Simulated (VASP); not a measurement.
# Ba (Im-3m) in VASP: a series of runs, part 2 of 2

VASP 6.6.1. Earlier steps stand in the parts before.

**3. Single point, PBE**

This run uses another cell than the first one, of 61.73 Å³/atom, 1.021 times its volume.

File INCAR:

```
SYSTEM = Ba
PREC = Accurate ; ENCUT = 520
EDIFF = 1E-7 ; ISMEAR = -5
SIGMA = 0.05 ; LREAL = .FALSE.
LASPH = .TRUE. ; NELM = 80
ALGO = Fast ; ISIF = 2
LWAVE = .FALSE. ; LCHARG = .FALSE.
GGA = PE ; NBANDS = 11
```

File KPOINTS:

```
Automatic mesh
0
G
  8 8 8
  0 0 0
```

File POSCAR:

```
Ba
1.0
    4.3122476576      0.0000000000      0.0000000000
   -1.4374158856      4.0656260813      0.0000000000
   -1.4374158856     -2.0328130400      3.5209354691
Ba
1
Direct
    0.0000000000      0.0000000000      0.0000000000
```

Potentials or basis: VASP PAW PBE potentials, release 64 (Ba_sv).

Command:

```bash
> cat potpaw_PBE.64/Ba_sv/POTCAR > POTCAR
> mpirun -np 1 vasp_std > vasp.out
```

OUTCAR:

```text
SYSTEM = Ba
   PREC = Accurate
   ENCUT = 520
   EDIFF = 1E-7
   ISMEAR = -5
   LREAL = .FALSE.
   LASPH = .TRUE.
   NELM = 80
   ISIF = 2
   GGA = PE

 ion  position               nearest neighbor table
   1  0.000  0.000  0.000-

  LATTYP: Found a body centered cubic cell.
 ALAT       =     4.9793546920

  Lattice vectors:

 A1 = (   4.3122476576,   0.0000000000,   0.0000000000)
 A2 = (  -1.4374158856,   4.0656260813,   0.0000000000)
 A3 = (  -1.4374158856,  -2.0328130400,   3.5209354691)

Analysis of symmetry for initial positions (statically):
=====================================================================
 Subroutine PRICEL returns:
 Original cell was already a primitive cell.

 Routine SETGRP: Setting up the symmetry group for a
 body centered cubic supercell.

 Subroutine GETGRP returns: Found 48 space group operations
 (whereof 48 operations were pure point group operations)
 out of a pool of 48 trial point group operations.

The static configuration has the point symmetry O_h .

Analysis of symmetry for dynamics (positions and initial velocities):
=====================================================================
 Subroutine PRICEL returns:
 Original cell was already a primitive cell.

 Routine SETGRP: Setting up the symmetry group for a
 body centered cubic supercell.

 Subroutine GETGRP returns: Found 48 space group operations
 (whereof 48 operations were pure point group operations)
 out of a pool of 48 trial point group operations.

The dynamic configuration has the point symmetry O_h .

 Subroutine INISYM returns: Found 48 space group operations
 (whereof 48 operations are pure point group operations),
 and found     1 'primitive' translations

----------------------------------------------------------------------------------------

                                     Primitive cell

  volume of cell :      61.7290

  direct lattice vectors                    reciprocal lattice vectors
     4.312247658  0.000000000  0.000000000     0.231897627  0.081988192  0.142007715
    -1.437415886  4.065626081  0.000000000     0.000000000  0.245964577  0.142007715
    -1.437415886 -2.032813040  3.520935469     0.000000000  0.000000000  0.284015430

  length of vectors
     4.312247658  4.312247658  4.312247658     0.284015430  0.284015430  0.284015430

  position of ions in fractional coordinates (direct lattice)
     0.000000000  0.000000000  0.000000000

  ion indices of the primitive-cell ions
   primitive index   ion index
                 1           1

----------------------------------------------------------------------------------------

 KPOINTS: Automatic mesh

Automatic generation of k-mesh.
 Grid dimensions read from file:
 generate k-points for:    8    8    8

 Generating k-lattice:

  Cartesian coordinates                     Fractional coordinates (reciprocal lattice)
     0.028987203  0.010248524  0.017750964     0.125000000  0.000000000  0.000000000
     0.000000000  0.030745572  0.017750964     0.000000000  0.125000000  0.000000000
     0.000000000  0.000000000  0.035501929     0.000000000  0.000000000  0.125000000

  Length of vectors
     0.035501929  0.035501929  0.035501929

  Shift w.r.t. Gamma in fractional coordinates (k-lattice)
     0.000000000  0.000000000  0.000000000

 TETIRR: Found    513 inequivalent tetrahedra from     3072

 Subroutine IBZKPT returns following result:
 ===========================================

 Found     29 irreducible k-points:

 Following reciprocal coordinates:
            Coordinates               Weight
  0.000000  0.000000  0.000000      1.000000
  0.125000  0.000000  0.000000     12.000000
  0.250000  0.000000  0.000000     12.000000
  0.375000  0.000000  0.000000     12.000000
  0.500000  0.000000  0.000000      6.000000
  0.125000  0.125000  0.000000     24.000000
[... 16 lines left out ...]
 -0.250000  0.250000  0.250000      6.000000
 -0.375000  0.375000  0.250000     24.000000
 [... further k-points ...]
   k-points           NKPTS =     29   k-points in BZ     NKDIM =     29   number of bands    NBANDS=     11
   number of dos      NEDOS =    301   number of ions     NIONS =      1
   total plane-waves  NPLWV =  32768
   dimension x,y,z NGX =    32 NGY =   32 NGZ =   32
   dimension x,y,z NGXF=    64 NGYF=   64 NGZF=   64
   ions per type =               1
   NGX,Y,Z   is equivalent  to a cutoff of  12.34, 12.34, 12.34 a.u.
   NGXF,Y,Z  is equivalent  to a cutoff of  24.67, 24.67, 24.67 a.u.
 SYSTEM =  Ba
   PREC   = accura    normal or accurate (medium, high low for compatibility)
   ISTART =      0    job   : 0-new  1-cont  2-samecut
   ICHARG =      2    charge: 1-file 2-atom 10-const
   ISPIN  =      1    spin polarized calculation?
   LNONCOLLINEAR =      F non collinear calculations
   LSORBIT =      F    spin-orbit coupling
   LASPH  =      T    aspherical Exc in radial PAW
   ENCUT  =  520.0 eV  38.22 Ry    6.18 a.u.   8.02  8.02  8.02*2*pi/ulx,y,z
   NELM   =     80;   NELMIN=  2; NELMDL= -5     # of ELM steps
   EDIFF  = 0.1E-06   stopping-criterion for ELM
   LREAL  =      F    real-space projection
   EDIFFG = 0.1E-05   stopping-criterion for IOM
   NSW    =      0    number of steps for IOM
   IBRION =     -1    ionic relax: 0-MD 1-quasi-New 2-CG
   NFREE  =      0    steps in history (QN), initial steepest desc. (CG)
   ISIF   =      2    stress and relaxation
   ISYM   =      2    0-nonsym 1-usesym 2-fastsym
   POTIM  = 0.5000    time-step for ionic-motion
   TEBEG  =    0.0;   TEEND  =   0.0 temperature during run
   PSTRESS=    0.0 pullay stress
   NELECT =      10.0000    total number of electrons
   NUPDOWN=      -1.0000    fix difference up-down
   EMIN   =  10.00;   EMAX   =-10.00  energy-range for DOS
   EFERMI =   0.00;   METHOD = LEGACY
   ISMEAR =    -5;   SIGMA  =   0.05  broadening in eV -4-tet -1-fermi 0-gaus
   EFERMI_NEDOS =   21; number of points for ismear=-14 and -15
   IALGO  =     68    algorithm
   IMIX   =      4    mixing-type and parameters
     AMIX     =   0.40;   BMIX     =  1.00
     AMIX_MAG =   1.60;   BMIX_MAG =  1.00
  volume/ion in A,a.u.               =      61.73       416.57
  Fermi-wavevector in a.u.,A,eV,Ry     =   0.892439  1.686465 10.836319  0.796447
  Thomas-Fermi vector in A             =   2.014388
   LORBIT       =      0    0 simple, 1 ext, 2 COOP (PROOUT), +10 PAW based schemes
   GGA     = PE    functional components
   LHFCALC =     F    Hartree Fock is set to
   AEXX    =    0.0000 exact exchange contribution
   IVDW    =     0    specifies the selected vdW correction
   LEPSILON=     F    determine dielectric tensor
   LRPA    =     F    only Hartree local field effects (RPA)
 non-spin polarized calculation
 RMM-DIIS sequential band-by-band and
 Fermi weights with tetrahedron method with Bloechl corrections
  energy-cutoff  :      520.00
  volume of cell :       61.73
 maximum number of plane-waves:      1689
   NGX = 15   NGY = 15   NGZ = 15

 number of electron      10.0000000 magnetization

 number of electron       9.9999998 magnetization

 Free energy of the ion-electron system (eV)
  ---------------------------------------------------
  ext. energy  EPLUGINS =         0.00000000
  ---------------------------------------------------
  free energy    TOTEN  =        -1.90861417 eV

  energy without entropy =       -1.90861417  energy(sigma->0) =       -1.90861417

 E-fermi :   1.6653     XC(G=0):  -7.4750

 val. band max:        1.5980026750   @ k =  -0.3750   0.5000   0.2500
 cond. band min:       1.6187221156   @ k =  -0.3750   0.5000   0.2500
 fundamental gap:      0.0207194406
 Fermi energy:         1.6653264754

 k-point     1 :       0.0000    0.0000    0.0000
  band No.  band energies     occupation
      1     -27.1353      2.00000
      2     -12.0728      2.00000
      3     -12.0728      2.00000
      4     -12.0728      2.00000
      5      -1.0476      2.00000
      6       3.5656      0.00000
      7       3.5656      0.00000
      8       3.5656      0.00000
      9       4.9988      0.00000
     10       4.9988      0.00000
     11       8.7074      0.00000
[... 309 lines left out ...]
 k-point    24 :      -0.3750    0.3750    0.2500
  band No.  band energies     occupation
      1     -27.0765      2.00000
      2     -12.4384      2.00000
      3     -12.2987      2.00000
      4     -12.2543      2.00000
      5       1.3766      2.00304
      6       1.9355     -0.02056
      7       3.6186      0.00000
      8       3.8496      0.00000
      9       5.3421      0.00000
     10       5.7420      0.00000
     11       8.9914      0.00000

 [... further k-points ...]
[... 5 lines left out ...]
  --------------------------------------------------------------------------------------
  -------------------------------------------------------------------------------------
  Total        0.1352940      0.1352940      0.1352940      0.0000000      0.0000000      0.0000000
  in kB        3.5115595      3.5115595      3.5115595      0.0000000      0.0000000      0.0000000
  external PRESSURE =       3.5115595 kB  Pullay stress =       0.0000000 kB

 VOLUME and BASIS-vectors are now :
 -----------------------------------------------------------------------------
  energy-cutoff  :      520.00
  volume of cell :       61.73
      direct lattice vectors                 reciprocal lattice vectors
     4.312247658  0.000000000  0.000000000     0.231897627  0.081988192  0.142007715
    -1.437415886  4.065626081  0.000000000     0.000000000  0.245964577  0.142007715
    -1.437415886 -2.032813040  3.520935469     0.000000000  0.000000000  0.284015430

 POSITION                                       TOTAL-FORCE (eV/Angst)
 -----------------------------------------------------------------------------------
      0.00000      0.00000      0.00000        -0.000000     -0.000000      0.000000
 -----------------------------------------------------------------------------------
    total drift:                               -0.000000     -0.000000      0.000000

  FREE ENERGIE OF THE ION-ELECTRON SYSTEM (eV)
  ---------------------------------------------------
  free  energy   TOTEN  =        -1.9086141675 eV

  energy  without entropy=       -1.9086141675  energy(sigma->0) =       -1.90861417
```

Run time: 22 s. Hardware: 1 thread of Intel Xeon 8259CL, shared host; peak memory 0.18 GiB.

Results:

| Quantity | Value |
| --- | --- |
| Free energy | -1.9086 eV |
| Pressure | 0.4 GPa |
| Band gap on the k mesh | zero (band 5 reaches 2.25 eV, above the bottom of band 6 at 1.14 eV) |

Levels at points of the mesh, in eV from the Fermi level:
| k point | band 1 | band 2 | band 3 | band 4 | band 5 | band 6 | band 7 | band 8 | band 9 | band 10 |
| --- | --- | --- | --- | --- | --- | --- | --- | --- | --- | --- |
| (0.00, 0.00, 0.00) | -28.80 | -13.74 | -13.74 | -13.74 | -2.71 | 1.90 | 1.90 | 1.90 | 3.33 | 3.33 |
| (0.50, 0.00, 0.00) | -28.75 | -14.23 | -13.90 | -13.74 | -0.86 | 0.74 | 1.36 | 3.31 | 3.90 | 5.38 |
| (0.50, 0.50, 0.50) | -28.72 | -14.08 | -14.08 | -14.08 | -0.52 | -0.52 | 4.51 | 4.51 | 4.51 | 4.87 |

Caveat: spin-orbit coupling is left out, which moves the levels of the heavy elements; tetrahedron occupations give inexact forces and stress in metals.

**4. Single point, RPBE**

This run uses another cell than the first one, of 62.99 Å³/atom, 1.042 times its volume.

File INCAR:

```
  PREC = Accurate
  ENCUT = 520
  EDIFF = 1E-6
  ISMEAR = 0
  SIGMA = 0.1
  LREAL = F
  LASPH = T
  NELM = 80
  ALGO = Normal
  ISIF = 2
  LWAVE = F
  LCHARG = T
  GGA = RP
  LELF = T
  LVHAR = T
  NBANDS = 11
```

File KPOINTS:

```
Automatic mesh
0
Gamma
  8 8 8
```

File POSCAR:

```
Ba
1.0
   -2.5065000000      2.5065000000      2.5065000000
    2.5065000000     -2.5065000000      2.5065000000
    2.5065000000      2.5065000000     -2.5065000000
Ba
1
Direct
    0.0000000000      0.0000000000      0.0000000000
```

Command:

```bash
> cat potpaw_PBE.64/Ba_sv/POTCAR > POTCAR
> mpirun -np 1 vasp_std > vasp.out
```

It took 16 s on 1 thread of Intel Xeon 8259CL, shared host; peak memory 0.18 GiB.

Results (log left out):

| Property | Result |
| --- | --- |
| Free energy | -1.6813 eV |
| Pressure | 0.7 GPa |
| Band gap on the k mesh | zero (band 5 reaches 2.28 eV, above the bottom of band 6 at 1.21 eV) |

Levels at points of the mesh, in eV from the Fermi level:
| k point | band 2 | band 3 | band 4 | band 5 | band 6 | band 7 | band 8 | band 9 |
| --- | --- | --- | --- | --- | --- | --- | --- | --- |
| (0.00, 0.00, 0.00) | -13.86 | -13.86 | -13.86 | -2.71 | 1.90 | 1.90 | 1.90 | 3.26 |
| (0.50, 0.00, 0.00) | -14.31 | -14.00 | -13.86 | -0.84 | 0.75 | 1.25 | 3.25 | 3.82 |
| (0.50, 0.50, 0.50) | -14.17 | -14.17 | -14.17 | -0.52 | -0.52 | 4.40 | 4.40 | 4.40 |

Caveat: the PAW data sets were made with another functional, which shifts forces and pressure a little; spin-orbit coupling is left out, which moves the levels of the heavy elements.

**5. The runs side by side**

```csv
level,cell,smearing,gap on the mesh (eV),pressure (GPa)
PBE,"a = 4.283 Å, angles 109.5°, 1 atom",tetrahedron,none,0.6
PBE,"a = 4.312 Å, angles 109.5°, 1 atom",tetrahedron,none,0.4
RPBE,"a = 4.341 Å, angles 109.5°, 1 atom",gaussian 0.1 eV,none,0.7
```

Alike in all rows: task single point; potentials or basis VASP PAW PBE potentials, release 64 (Ba_sv); no spin polarisation; k mesh 8 × 8 × 8; cutoff (eV) 520.

Caveats: spin-orbit coupling is left out, which moves the levels of the heavy elements; tetrahedron occupations give inexact forces and stress in metals (some runs); the PAW data sets were made with another functional, which shifts forces and pressure a little (some runs).

Absolute energies hang on the potentials; compare differences alone.
